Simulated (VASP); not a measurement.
# Bi2Te3 (P1) in VASP: single point with PBE

Aim: the single point of Bi2Te3 with PBE.

All numbers are computed with VASP 6.6.1; they aren't measurements. Logs are shortened: lines on timing, memory, paths and dates and some standing lists are left out, and cuts for length are marked.

### Step 1. The cell of the first run

The typed cell holds 5 atoms: a = 10.748 Å, b = 10.739 Å, c = 10.789 Å, α = 24.08°, β = 24.19°, γ = 24.40°.

### Step 2. Single point, PBE (atoms moved at random and the cell strained at random)

INCAR

```
  PREC = Accurate
  ENCUT = 520
  EDIFF = 1E-6
  ISMEAR = 0
  SIGMA = 0.05
  LREAL = False
  LASPH = True
  NELM = 100
  ALGO = Normal
  ISIF = 2
  LWAVE = False
  LCHARG = False
  GGA = PE
  NBANDS = 32
  KPAR = 4
```

KPOINTS

```
regular mesh
0
Gamma
  8 8 8
```

POSCAR

```
Bi2Te3
1.0
    2.2813599754      1.2309590124     10.4307076149
   -2.2587931458      1.2186578673     10.4274768360
    0.0006303107     -2.6628197417     10.4548078128
Bi Te
2 3
Direct
    0.3956034108      0.4093714977      0.3765007997
    0.6370097090      0.5983689792      0.5822205787
   -0.0444557408      0.0318773732      0.0080727446
    0.2192744751      0.2027346443      0.2246747053
    0.7925681459      0.7576475057      0.8085311716
```

Potentials or basis: VASP PAW PBE potentials, release 64 (Bi_d, Te).

The run is started by

```console
cat potpaw_PBE.64/Bi_d/POTCAR potpaw_PBE.64/Te/POTCAR > POTCAR
mpirun -np 4 vasp_std > vasp.out
```

OUTCAR:

```text
PREC = Accurate
   ENCUT = 520
   EDIFF = 1E-6
   ISMEAR = 0
   LREAL = False
   LASPH = True
   NELM = 100
   ISIF = 2
   GGA = PE

 ion  position               nearest neighbor table
   1  0.396  0.409  0.377-   5 3.04   3 3.13   5 3.21   3 3.31   3 3.32   5 3.35
   2  0.637  0.598  0.582-   3 3.07   4 3.09   3 3.09   4 3.16   4 3.23   3 3.46
   3  0.956  0.032  0.008-   2 3.07   2 3.09   1 3.13   1 3.31   1 3.32   2 3.46
   4  0.219  0.203  0.225-   2 3.09   2 3.16   2 3.23
   5  0.793  0.758  0.809-   1 3.04   1 3.21   1 3.35

  LATTYP: Found a triclinic cell.
 ALAT       =     4.4912815284
 B/A-ratio  =     1.0108854024
 C/A-ratio  =     2.4021177975
 COS(alpha) =     0.0000792770
 COS(beta)  =     0.2192329153
 COS(gamma) =     0.5007295903

  Lattice vectors:

 A1 = (   2.2594234565,  -3.8814776090,   0.0273309768)
 A2 = (   4.5401531212,   0.0123011451,   0.0032307789)
 A3 = (   0.0006303107,  -2.6628197417,  10.4548078128)

Analysis of symmetry for initial positions (statically):
=====================================================================
 Subroutine PRICEL returns:
 Original cell was already a primitive cell.

 Routine SETGRP: Setting up the symmetry group for a
 triclinic supercell.

 Subroutine GETGRP returns: Found  1 space group operations
 (whereof  1 operations were pure point group operations)
 out of a pool of  2 trial point group operations.

The static configuration has the point symmetry C_1 .

Analysis of symmetry for dynamics (positions and initial velocities):
=====================================================================
 Subroutine PRICEL returns:
 Original cell was already a primitive cell.

 Routine SETGRP: Setting up the symmetry group for a
 triclinic supercell.

 Subroutine GETGRP returns: Found  1 space group operations
 (whereof  1 operations were pure point group operations)
 out of a pool of  2 trial point group operations.

The dynamic configuration has the point symmetry C_1 .

 Subroutine INISYM returns: Found  1 space group operations
 (whereof  1 operations are pure point group operations),
 and found     1 'primitive' translations

----------------------------------------------------------------------------------------

                                     Primitive cell

  volume of cell :     184.2195

  direct lattice vectors                    reciprocal lattice vectors
     2.281359975  1.230959012 10.430707615     0.219886239  0.128226521  0.032645795
    -2.258793146  1.218657867 10.427476836    -0.220631052  0.129435865  0.032980371
     0.000630311 -2.662819742 10.454807813     0.000674916 -0.257028429  0.030185079

  length of vectors
    10.748000966 10.738693898 10.788587293     0.256627642  0.257913569  0.258795687

  position of ions in fractional coordinates (direct lattice)
     0.395603411  0.409371498  0.376500800
     0.637009709  0.598368979  0.582220579
     0.955544259  0.031877373  0.008072745
     0.219274475  0.202734644  0.224674705
     0.792568146  0.757647506  0.808531172

  ion indices of the primitive-cell ions
   primitive index   ion index
                 1           1
                 2           2
                 3           3
                 4           4
                 5           5

----------------------------------------------------------------------------------------

 KPOINTS: regular mesh

Automatic generation of k-mesh.
 Grid dimensions read from file:
 generate k-points for:    8    8    8

 Generating k-lattice:

  Cartesian coordinates                     Fractional coordinates (reciprocal lattice)
     0.027485780  0.016028315  0.004080724     0.125000000 -0.000000000 -0.000000000
    -0.027578882  0.016179483  0.004122546    -0.000000000  0.125000000  0.000000000
     0.000084365 -0.032128554  0.003773135     0.000000000  0.000000000  0.125000000

  Length of vectors
     0.032078455  0.032239196  0.032349461

  Shift w.r.t. Gamma in fractional coordinates (k-lattice)
     0.000000000  0.000000000  0.000000000

 Subroutine IBZKPT returns following result:
 ===========================================

 Found    260 irreducible k-points:

 Following reciprocal coordinates:
            Coordinates               Weight
  0.000000  0.000000  0.000000      1.000000
  0.125000  0.000000  0.000000      2.000000
  0.250000  0.000000  0.000000      2.000000
  0.375000 -0.000000  0.000000      2.000000
  0.500000  0.000000  0.000000      1.000000
  0.000000  0.125000  0.000000      2.000000
[... 16 lines left out ...]
  0.125000  0.375000  0.000000      2.000000
  0.250000  0.375000  0.000000      2.000000
 [... further k-points ...]
   k-points           NKPTS =    260   k-points in BZ     NKDIM =    260   number of bands    NBANDS=     32
   number of dos      NEDOS =    301   number of ions     NIONS =      5
   total plane-waves  NPLWV = 512000
   dimension x,y,z NGX =    80 NGY =   80 NGZ =   80
   dimension x,y,z NGXF=   160 NGYF=  160 NGZF=  160
   ions per type =               2   3
   NGX,Y,Z   is equivalent  to a cutoff of  12.37, 12.38, 12.33 a.u.
   NGXF,Y,Z  is equivalent  to a cutoff of  24.75, 24.77, 24.66 a.u.
 SYSTEM =  unknown system
   PREC   = accura    normal or accurate (medium, high low for compatibility)
   ISTART =      0    job   : 0-new  1-cont  2-samecut
   ICHARG =      2    charge: 1-file 2-atom 10-const
   ISPIN  =      1    spin polarized calculation?
   LNONCOLLINEAR =      F non collinear calculations
   LSORBIT =      F    spin-orbit coupling
   LASPH  =      T    aspherical Exc in radial PAW
   ENCUT  =  520.0 eV  38.22 Ry    6.18 a.u.  19.98 19.97 20.06*2*pi/ulx,y,z
   NELM   =    100;   NELMIN=  2; NELMDL= -5     # of ELM steps
   EDIFF  = 0.1E-05   stopping-criterion for ELM
   LREAL  =      F    real-space projection
   EDIFFG = 0.1E-04   stopping-criterion for IOM
   NSW    =      0    number of steps for IOM
   IBRION =     -1    ionic relax: 0-MD 1-quasi-New 2-CG
   NFREE  =      0    steps in history (QN), initial steepest desc. (CG)
   ISIF   =      2    stress and relaxation
   ISYM   =      2    0-nonsym 1-usesym 2-fastsym
   POTIM  = 0.5000    time-step for ionic-motion
   TEBEG  =    0.0;   TEEND  =   0.0 temperature during run
   PSTRESS=    0.0 pullay stress
   NELECT =      48.0000    total number of electrons
   NUPDOWN=      -1.0000    fix difference up-down
   EMIN   =  10.00;   EMAX   =-10.00  energy-range for DOS
   EFERMI =   0.00;   METHOD = LEGACY
   ISMEAR =     0;   SIGMA  =   0.05  broadening in eV -4-tet -1-fermi 0-gaus
   EFERMI_NEDOS =   21; number of points for ismear=-14 and -15
   IALGO  =     38    algorithm
   IMIX   =      4    mixing-type and parameters
     AMIX     =   0.40;   BMIX     =  1.00
     AMIX_MAG =   1.60;   BMIX_MAG =  1.00
  volume/ion in A,a.u.               =      36.84       248.63
  Fermi-wavevector in a.u.,A,eV,Ry     =   1.045627  1.975948 14.875734  1.093336
  Thomas-Fermi vector in A             =   2.180431
   LORBIT       =      0    0 simple, 1 ext, 2 COOP (PROOUT), +10 PAW based schemes
   GGA     = PE    functional components
   LHFCALC =     F    Hartree Fock is set to
   AEXX    =    0.0000 exact exchange contribution
   IVDW    =     0    specifies the selected vdW correction
   LEPSILON=     F    determine dielectric tensor
   LRPA    =     F    only Hartree local field effects (RPA)
 non-spin polarized calculation
 Gauss-broadening in eV      SIGMA  =   0.05
  energy-cutoff  :      520.00
  volume of cell :      184.22
 maximum number of plane-waves:      5000
   NGX = 39   NGY = 39   NGZ = 41

 number of electron      47.9999997 magnetization

 Free energy of the ion-electron system (eV)
  ---------------------------------------------------
  ext. energy  EPLUGINS =         0.00000000
  ---------------------------------------------------
  free energy    TOTEN  =       -18.12952370 eV

  energy without entropy =      -18.12952370  energy(sigma->0) =      -18.12952370

 E-fermi :   5.0971     XC(G=0):  -8.9145

 val. band max:        4.9030970002   @ k =   0.0000   0.0000   0.0000
 cond. band min:       5.2889533787   @ k =   0.0000   0.0000   0.0000
 fundamental gap:      0.3858563785
 Fermi energy:         5.0971300969

 k-point     1 :       0.0000    0.0000    0.0000
  band No.  band energies     occupation
      1     -17.9795      2.00000
      2     -17.9779      2.00000
      3     -17.9637      2.00000
      4     -17.9594      2.00000
      5     -17.9570      2.00000
      6     -17.9527      2.00000
[... 24 lines left out ...]
     31      10.4557      0.00000
     32      10.6276      0.00000

 k-point     2 :       0.1250    0.0000    0.0000
  band No.  band energies     occupation
      1     -17.9792      2.00000
      2     -17.9778      2.00000
      3     -17.9639      2.00000
      4     -17.9596      2.00000
      5     -17.9565      2.00000
      6     -17.9522      2.00000
[... 24 lines left out ...]
     31       9.8393      0.00000
     32      10.3695      0.00000

 k-point     3 :       0.2500    0.0000    0.0000
  band No.  band energies     occupation
      1     -17.9806      2.00000
      2     -17.9758      2.00000
      3     -17.9646      2.00000
      4     -17.9602      2.00000
      5     -17.9545      2.00000
      6     -17.9515      2.00000
[... 24 lines left out ...]
     31       9.1580      0.00000
     32      10.6686      0.00000

 k-point     4 :       0.3750   -0.0000    0.0000
  band No.  band energies     occupation
      1     -17.9825      2.00000
      2     -17.9738      2.00000
      3     -17.9654      2.00000
      4     -17.9607      2.00000
      5     -17.9523      2.00000
      6     -17.9518      2.00000
[... 24 lines left out ...]
     31       9.1001      0.00000
     32      10.3621      0.00000

 k-point     5 :       0.5000    0.0000    0.0000
  band No.  band energies     occupation
      1     -17.9834      2.00000
      2     -17.9730      2.00000
      3     -17.9658      2.00000
      4     -17.9609      2.00000
      5     -17.9527      2.00000
      6     -17.9513      2.00000
[... 584 lines left out ...]
     31       9.2959      0.00000
     32      10.4738      0.00000

 k-point    22 :       0.0000    0.3750    0.0000
  band No.  band energies     occupation
      1     -17.9823      2.00000
      2     -17.9742      2.00000
      3     -17.9614      2.00000
      4     -17.9597      2.00000
      5     -17.9587      2.00000
      6     -17.9569      2.00000
[... 24 lines left out ...]
     31       9.1983      0.00000
     32      10.5081      0.00000

 k-point    23 :       0.1250    0.3750    0.0000
  band No.  band energies     occupation
      1     -17.9801      2.00000
      2     -17.9764      2.00000
      3     -17.9622      2.00000
      4     -17.9591      2.00000
      5     -17.9586      2.00000
      6     -17.9565      2.00000
[... 24 lines left out ...]
     31       9.4257      0.00000
     32      10.4058      0.00000

 k-point    24 :       0.2500    0.3750    0.0000
  band No.  band energies     occupation
      1     -17.9797      2.00000
      2     -17.9769      2.00000
      3     -17.9648      2.00000
      4     -17.9586      2.00000
      5     -17.9583      2.00000
      6     -17.9545      2.00000
[... 24 lines left out ...]
     31       9.2718      0.00000
     32      10.3855      0.00000

 [... further k-points ...]

------------------------ aborting loop because EDIFF is reached ----------------------------------------

  FORCE on cell =-STRESS in cart. coord.  units (eV):
  Direction    XX          YY          ZZ          XY          YZ          ZX
  --------------------------------------------------------------------------------------
  -------------------------------------------------------------------------------------
  Total       -1.4641293      0.1779733      0.0624928     -0.0879298      1.0221074     -0.2645902
  in kB      -12.7336967      1.5478540      0.5435066     -0.7647352      8.8893830     -2.3011705
  external PRESSURE =      -3.5474454 kB  Pullay stress =       0.0000000 kB

 VOLUME and BASIS-vectors are now :
 -----------------------------------------------------------------------------
  energy-cutoff  :      520.00
  volume of cell :      184.22
      direct lattice vectors                 reciprocal lattice vectors
     2.281359975  1.230959012 10.430707615     0.219886239  0.128226521  0.032645795
    -2.258793146  1.218657867 10.427476836    -0.220631052  0.129435865  0.032980371
     0.000630311 -2.662819742 10.454807813     0.000674916 -0.257028429  0.030185079

 POSITION                                       TOTAL-FORCE (eV/Angst)
 -----------------------------------------------------------------------------------
     -0.02193     -0.01670     12.33138         0.057018     -0.214372      0.940924
      0.10202     -0.03701     18.97094        -0.239732     -0.148348     -1.046625
      2.10794      1.19359     10.38380         0.643973      0.079215      0.358114
      0.04245     -0.08129      6.75013        -0.118226      0.001639      0.308508
      0.09727     -0.25404     24.62044        -0.343033      0.281866     -0.560920
 -----------------------------------------------------------------------------------
    total drift:                                0.000106      0.000052     -0.000001

  FREE ENERGIE OF THE ION-ELECTRON SYSTEM (eV)
  ---------------------------------------------------
  free  energy   TOTEN  =       -18.1295236978 eV

  energy  without entropy=      -18.1295236977  energy(sigma->0) =      -18.12952370
```

Wall time 29 min (4 MPI ranks of Intel Xeon Platinum 8259CL at 2.50GHz (Skylake/Cascade Lake), shared host); peak memory 1.9 GiB.

Results:

```
Free energy            : -18.1295 eV
Pressure               : -0.4 GPa
Largest force          : 1.084 eV/Å
Band gap on the k mesh : 0.39 eV
```

Forces in eV/Å, atoms in the order of the input:
```
Bi   0.057 -0.214  0.941
Bi  -0.240 -0.148 -1.047
Te   0.644  0.079  0.358
Te  -0.118  0.002  0.309
Te  -0.343  0.282 -0.561
```

Stress tensor (GPa, compression positive):
```
-1.27 -0.08 -0.23
-0.08  0.15  0.89
-0.23  0.89  0.05
```

Caveat: the cell differs from its parent crystal (atoms moved at random and the cell strained at random); spin-orbit coupling is left out, which moves the levels of the heavy elements; forces of over 1 eV/Å act on the atoms, so gaps and moduli don't describe the material at rest. A k mesh can miss the band edges.
